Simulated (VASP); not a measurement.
# V (Pm-3m) in VASP: a series of runs

V is run at these levels: PBE; tasks: relaxation of cell and atoms, single point.

Program: VASP 6.6.1. These are calculated values, not measurements. Logs are shortened: lines on timing, memory, paths and dates and some standing lists are left out, and cuts for length are marked.

## 1. The cell of the first run

Symmetry: Pm-3m, No. 221, cubic system. The conventional cell has a = 2.480 Å, b = 2.480 Å, c = 2.480 Å, α = 90.00°, β = 90.00°, γ = 90.00°. Within 3.3 Å of V (site symmetry m-3m) lie 6 V at 2.48 Å.

This isn't the form of V at room conditions, which is bcc.

## 2. Relaxation of cell and atoms, PBE, collinear spin, ferromagnetic start, target pressure 30 GPa, at which the enthalpy is minimised

INCAR

```
PREC     = Accurate       # precision mode
ENCUT    = 600            # plane-wave cutoff, eV
EDIFF    = 1E-6           # SCF threshold, eV
ISMEAR   = -1             # smearing method
SIGMA    = 0.1            # smearing width, eV
LREAL    = F              # projectors in reciprocal space
LASPH    = T              # aspherical terms in the spheres
NELM     = 150            # most SCF steps
ALGO     = Normal         # electronic algorithm
ISIF     = 3              # what is computed and relaxed
LWAVE    = F              # write WAVECAR
LCHARG   = F              # write CHGCAR
ISPIN    = 2              # spin polarisation
MAGMOM   = 1.5            # initial moments
LORBIT   = 11             # projections on sites
LMAXMIX  = 4              # l up to which the mixer works
GGA      = PE             # functional
IBRION   = 2              # ionic algorithm
NSW      = 80             # ionic steps
EDIFFG   = -0.03          # ionic threshold
PSTRESS  = 300.0
```

KPOINTS

```
Automatic mesh
0
Gamma
  10 10 10
```

POSCAR

```
V
1.0
    2.4800000000      0.0000000000      0.0000000000
    0.0000000000      2.4800000000      0.0000000000
    0.0000000000      0.0000000000      2.4800000000
V
1
Direct
    0.0000000000      0.0000000000      0.0000000000
```

Potentials or basis: VASP PAW PBE potentials, release 64 (V_sv).

The run is started by

```bash
$ cat potpaw_PBE.64/V_sv/POTCAR > POTCAR
$ mpirun -np 1 vasp_std > vasp.out
```

OUTCAR:

```text
PREC = Accurate
   ENCUT = 600
   EDIFF = 1E-6
   ISMEAR = -1
   LREAL = F
   LASPH = T
   NELM = 150
   ISIF = 3
   ISPIN = 2
   LORBIT = 11
   GGA = PE
   IBRION = 2
   NSW = 80
   EDIFFG = -0.03
   PSTRESS = 300.0

 ion  position               nearest neighbor table
   1  0.000  0.000  0.000-

  LATTYP: Found a simple cubic cell.
 ALAT       =     2.4800000000

  Lattice vectors:

 A1 = (   2.4800000000,   0.0000000000,   0.0000000000)
 A2 = (   0.0000000000,   2.4800000000,   0.0000000000)
 A3 = (   0.0000000000,   0.0000000000,   2.4800000000)

Analysis of symmetry for initial positions (statically):
=====================================================================
 Subroutine PRICEL returns:
 Original cell was already a primitive cell.

 Routine SETGRP: Setting up the symmetry group for a
 simple cubic supercell.

 Subroutine GETGRP returns: Found 48 space group operations
 (whereof 48 operations were pure point group operations)
 out of a pool of 48 trial point group operations.

The static configuration has the point symmetry O_h .

Analysis of symmetry for dynamics (positions and initial velocities):
=====================================================================
 Subroutine PRICEL returns:
 Original cell was already a primitive cell.

 Routine SETGRP: Setting up the symmetry group for a
 simple cubic supercell.

 Subroutine GETGRP returns: Found 48 space group operations
 (whereof 48 operations were pure point group operations)
 out of a pool of 48 trial point group operations.

The dynamic configuration has the point symmetry O_h .

Analysis of structural, dynamic, and magnetic symmetry:
=====================================================================
 Subroutine PRICEL returns:
 Original cell was already a primitive cell.

 Routine SETGRP: Setting up the symmetry group for a
 simple cubic supercell.

 Subroutine GETGRP returns: Found 48 space group operations
 (whereof 48 operations were pure point group operations)
 out of a pool of 48 trial point group operations.

The overall configuration has the point symmetry O_h .

 Subroutine INISYM returns: Found 48 space group operations
 (whereof 48 operations are pure point group operations),
 and found     1 'primitive' translations

----------------------------------------------------------------------------------------

                                     Primitive cell

  volume of cell :      15.2530

  direct lattice vectors                    reciprocal lattice vectors
     2.480000000  0.000000000  0.000000000     0.403225806  0.000000000  0.000000000
     0.000000000  2.480000000  0.000000000     0.000000000  0.403225806  0.000000000
     0.000000000  0.000000000  2.480000000     0.000000000  0.000000000  0.403225806

  length of vectors
     2.480000000  2.480000000  2.480000000     0.403225806  0.403225806  0.403225806

[... 79 lines left out ...]
   LREAL  =      F    real-space projection
   EDIFFG = -.3E-01   stopping-criterion for IOM
   NSW    =     80    number of steps for IOM
   IBRION =      2    ionic relax: 0-MD 1-quasi-New 2-CG
   NFREE  =      1    steps in history (QN), initial steepest desc. (CG)
   ISIF   =      3    stress and relaxation
   ISYM   =      2    0-nonsym 1-usesym 2-fastsym
   POTIM  = 0.5000    time-step for ionic-motion
   TEBEG  =    0.0;   TEEND  =   0.0 temperature during run
   PSTRESS=  300.0 pullay stress
   NELECT =      13.0000    total number of electrons
   NUPDOWN=      -1.0000    fix difference up-down
   EMIN   =  10.00;   EMAX   =-10.00  energy-range for DOS
   EFERMI =   0.00;   METHOD = LEGACY
   ISMEAR =    -1;   SIGMA  =   0.10  broadening in eV -4-tet -1-fermi 0-gaus
   EFERMI_NEDOS =   21; number of points for ismear=-14 and -15
   IALGO  =     38    algorithm
   IMIX   =      4    mixing-type and parameters
     AMIX     =   0.40;   BMIX     =  1.00
     AMIX_MAG =   1.60;   BMIX_MAG =  1.00
  volume/ion in A,a.u.               =      15.25       102.93
  Fermi-wavevector in a.u.,A,eV,Ry     =   1.552164  2.933165 32.779333  2.409213
  Thomas-Fermi vector in A             =   2.656579
   LORBIT       =     11    0 simple, 1 ext, 2 COOP (PROOUT), +10 PAW based schemes
   GGA     = PE    functional components
   LHFCALC =     F    Hartree Fock is set to
   AEXX    =    0.0000 exact exchange contribution
   IVDW    =     0    specifies the selected vdW correction
   LEPSILON=     F    determine dielectric tensor
   LRPA    =     F    only Hartree local field effects (RPA)
 conjugate gradient relaxation of ions
 spin polarized calculation
  energy-cutoff  :      600.00
  volume of cell :       15.25
 maximum number of plane-waves:       536
 NGX is ok and might be reduce to    20
   NGX =  9   NGY =  9   NGZ =  9

--------------------------------------- Ionic step        1  -------------------------------------------

 number of electron      13.0000002 magnetization       0.0004530

 Free energy of the ion-electron system (eV)
  ---------------------------------------------------
  ext. energy  EPLUGINS =         0.00000000
  ---------------------------------------------------
  free energy    TOTEN  =        -8.14528385 eV

  energy without entropy =       -8.07995746  energy(sigma->0) =       -8.11262065

 E-fermi :   8.3925     XC(G=0): -12.1286

 val. band max:        8.3575404109   @ k =   0.5000   0.3000   0.2000
 cond. band min:       8.4155567536   @ k =   0.3000   0.2000   0.2000
 fundamental gap:      0.0580163428
 Fermi energy:         8.3924591272

 spin component 1

 k-point     1 :       0.0000    0.0000    0.0000
  band No.  band energies     occupation
      1     -55.4881      1.00000
      2     -28.8034      1.00000
      3     -28.8034      1.00000
      4     -28.8034      1.00000
      5       2.1462      1.00000
      6       6.3769      1.00000
      7       6.3769      1.00000
      8      11.7523      0.00000
      9      11.7523      0.00000
     10      11.7523      0.00000
     11      26.2005      0.00000
[... 817 lines left out ...]
 number of electron      13.0000011 magnetization      -0.0000001

 number of electron      13.0000011 magnetization       0.0000000

 Free energy of the ion-electron system (eV)
  ---------------------------------------------------
  ext. energy  EPLUGINS =         0.00000000
  ---------------------------------------------------
  free energy    TOTEN  =        -7.96381417 eV

  energy without entropy =       -7.90432278  energy(sigma->0) =       -7.93406848

 E-fermi :  10.8195     XC(G=0): -13.1612

 val. band max:       10.8037471289   @ k =   0.4000   0.2000   0.0000
 cond. band min:      10.8213243143   @ k =   0.5000   0.2000   0.2000
 fundamental gap:      0.0175771853
 Fermi energy:        10.8194835013

 spin component 1

 k-point     1 :       0.0000    0.0000    0.0000
  band No.  band energies     occupation
      1     -53.0310      1.00000
      2     -25.9420      1.00000
      3     -25.9420      1.00000
      4     -25.9420      1.00000
      5       4.1050      1.00000
      6       8.1602      1.00000
      7       8.1602      1.00000
      8      15.0280      0.00000
      9      15.0280      0.00000
     10      15.0280      0.00000
     11      31.0605      0.00000
[... 694 lines left out ...]
  energy  without entropy=       -7.9043227843  energy(sigma->0) =       -7.93406848

  enthalpy is  TOTEN    =        -5.6108639066 eV   P V=        2.3529502635

 reached required accuracy - stopping structural energy minimisation

 total charge

# of ion       s       p       d       tot
------------------------------------------
    1        2.383   6.204   3.418  12.005

 magnetization (x)

# of ion       s       p       d       tot
------------------------------------------
    1       -0.000  -0.000   0.000   0.000
```

OSZICAR:

```text
N       E                     dE             d eps       ncg     rms          rms(c)
DAV:   1     0.103549651831E+03    0.10355E+03   -0.76541E+03  2472   0.140E+03
DAV:   2    -0.714539575486E+01   -0.11070E+03   -0.10717E+03  2503   0.371E+02
[... 45 lines left out ...]
   4 F= -.56107244E+01 E0= -.55808358E+01  d E =-.321490E+00  mag=    -0.0000
       N       E                     dE             d eps       ncg     rms          rms(c)
DAV:   1    -0.796706497542E+01    0.58566E-02   -0.63218E-02  2494   0.438E+00    0.703E-01
DAV:   2    -0.796386097509E+01    0.32040E-02   -0.10626E-02  2506   0.157E+00    0.116E-01
DAV:   3    -0.796382471159E+01    0.36263E-04   -0.66892E-05  2470   0.996E-02    0.798E-02
DAV:   4    -0.796381435816E+01    0.10353E-04   -0.38596E-05  2494   0.734E-02    0.462E-03
DAV:   5    -0.796381417009E+01    0.18807E-06   -0.65871E-07  1304   0.118E-02
   5 F= -.56108639E+01 E0= -.55811182E+01  d E =-.321629E+00  mag=     0.0000
```

CONTCAR:

```text
V
   1.00000000000000
     2.3248808039021749   -0.0000000000000000   -0.0000000000000000
     0.0000000000000000    2.3248808039021749   -0.0000000000000000
     0.0000000000000000    0.0000000000000000    2.3248808039021749
  V
     1
Direct
     0.0000000000000000    0.0000000000000000    0.0000000000000000

  0.00000000E+00  0.00000000E+00  0.00000000E+00
```

It took 25 s on 1 thread of Intel Xeon 6975P-C (Granite Rapids), shared host; peak memory 0.15 GiB.

Results:

- Free energy: -7.9638 eV
- Relaxed volume: 12.57 Å³/atom
- Relaxed cell: a = 2.325 Å, b = 2.325 Å, c = 2.325 Å, α = 90.00°, β = 90.00°, γ = 90.00°
- Space group after relaxing (to 0.1 Å): Pm-3m (No. 221)
- Energy change on relaxing (the run minimises the enthalpy): +181.5 meV/atom
- Ionic steps: 5
- Pressure after relaxing: 30.0 GPa
- Net moment: 0.00 μB per cell
- Valence electrons inside the program's atomic spheres: V 12.01

The path:
```csv
step,energy change (eV),largest force (eV/Å),pressure (GPa),volume (Å³)
1,0.0000,0.0000,-3.61,15.25
2,1.8378,0.0000,156.60,9.22
3,0.1470,0.0000,26.44,12.76
4,0.1724,0.0000,29.10,12.62
5,0.1815,0.0000,30.02,12.57
```

Final structure:
```xyz
1
Lattice="2.3249 0.0000 0.0000 0.0000 2.3249 0.0000 0.0000 0.0000 2.3249" Properties=species:S:1:pos:R:3 pbc="T T T"
V     0.0000    0.0000    0.0000
```

Caveat: the cell is relaxed towards a set pressure, so the run minimises the enthalpy, not the energy; the volume moved by over 15 % at a fixed basis, so the end points are rough.

## 3. Single point, PBE, collinear spin, ferromagnetic start

This run uses another cell than the first one, of 12.53 Å³/atom.

INCAR

```
ALGO = Normal
EDIFF = 1E-7
ENCUT = 520
GGA = PE
ISIF = 2
ISMEAR = -1
ISPIN = 2
LASPH = True
LCHARG = True
LELF = True
LMAXMIX = 4
LORBIT = 11
LREAL = False
LVHAR = True
LWAVE = False
MAGMOM = 1.5
NBANDS = 16
NELM = 150
PREC = Accurate
SIGMA = 0.1
```

KPOINTS

```
k-points
0
Gamma
  10 10 10
```

POSCAR

```
V
1.0
    2.3227023126      0.0000000000      0.0000000000
    0.0000000000      2.3227023126      0.0000000000
    0.0000000000      0.0000000000      2.3227023126
V
1
Direct
    0.0000000000      0.0000000000      0.0000000000
```

Potentials or basis: VASP PAW PBE potentials, release 64 (V_sv).

The run is started by

```bash
$ cat potpaw_PBE.64/V_sv/POTCAR > POTCAR
$ mpirun -np 1 vasp_std > vasp.out
```

Run time: 27 s. Hardware: 1 thread of Intel Xeon 8259CL, shared host; peak memory 0.13 GiB.

Results (log left out):

| Property | Result |
| --- | --- |
| Free energy | -7.9544 eV |
| Pressure | 30.8 GPa |
| Net moment | 0.00 μB per cell |
| Valence electrons inside the program's atomic spheres | V 12.01 |

Levels at points of the mesh, in eV from the Fermi level:
Spin up:
| k point | band 5 | band 6 | band 7 | band 8 | band 9 | band 10 |
| --- | --- | --- | --- | --- | --- | --- |
| (0.00, 0.00, 0.00) | -6.72 | -2.67 | -2.67 | 4.22 | 4.22 | 4.22 |
| (0.50, 0.00, 0.00) | -2.30 | -1.73 | 0.02 | 1.72 | 1.72 | 4.45 |
| (0.50, 0.50, 0.00) | -4.52 | -0.76 | 2.28 | 2.28 | 5.76 | 7.27 |
| (0.50, 0.50, 0.50) | -2.54 | -2.54 | -2.54 | 5.90 | 5.90 | 10.55 |
Spin down:
```
           k point  band 5  band 6  band 7  band 8  band 9  band 10
(0.00, 0.00, 0.00)   -6.72   -2.67   -2.67    4.22    4.22     4.22
(0.50, 0.00, 0.00)   -2.30   -1.73    0.02    1.72    1.72     4.45
(0.50, 0.50, 0.00)   -4.52   -0.76    2.28    2.28    5.76     7.27
(0.50, 0.50, 0.50)   -2.54   -2.54   -2.54    5.90    5.90    10.55
```

Caveat: the cell stands under pressure.
